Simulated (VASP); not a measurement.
**Ti: single point with r2SCAN**

Crystal: Ti.

```
Ti
1.0
     0.00000    2.06806    2.06806
     2.03000    0.03806    2.03000
     2.03000    2.03000    0.03806
Ti
1
Direct
  0.00000 0.00000 0.00000
```

This cell differs from its parent crystal: strain +0.0375 x Voigt [0, 0, 0, 1, 0, 0].

| Quantity | Value |
| --- | --- |
| Program | VASP 6.6.1 |
| Task | single point |
| Functional | r2SCAN |
| Potentials or basis | VASP PAW PBE potentials, release 64 (Ti_sv) |
| Cutoff | 520 eV |
| k mesh | 20 × 20 × 20 |
| Occupations | gaussian, width 0.15 eV |
| Spin | no spin polarisation |

* Pressure: 4.9 GPa
* Band gap on the k mesh: zero (band 6 reaches 9.55 eV, above the bottom of band 7 at 8.20 eV)

Stress tensor (GPa, compression positive):
```
 4.88  0.00  0.00
 0.00  4.91 -2.60
 0.00 -2.60  4.91
```

Levels at points of the mesh, in eV from the Fermi level:
```
           k point  band 3  band 4  band 5  band 6  band 7  band 8  band 9  band 10
(0.00, 0.00, 0.00)  -33.73  -33.71   -6.56    0.82    1.00    1.23    2.93     2.93
(0.50, 0.00, 0.00)  -33.82  -33.81   -2.81    0.36    0.81    1.15    3.89     4.06
(0.00, 0.50, 0.00)  -33.85  -33.85   -2.78    0.73    0.74    1.07    3.95     4.11
(0.50, 0.50, 0.00)  -34.01  -34.01   -2.80   -1.89    3.00    4.02    4.25     4.30
(0.00, 0.50, 0.50)  -34.04  -33.97   -2.80   -1.89    2.99    4.07    4.26     4.26
```

Run time: 8.1 min on 1 thread of Intel Xeon 6975P-C, with other jobs on the host, peak memory 0.34 GiB.

Caveat: the cell differs from its parent crystal (strain +0.0375 x Voigt [0, 0, 0, 1, 0, 0]); the PAW data sets were made with another functional, which shifts forces and pressure a little.
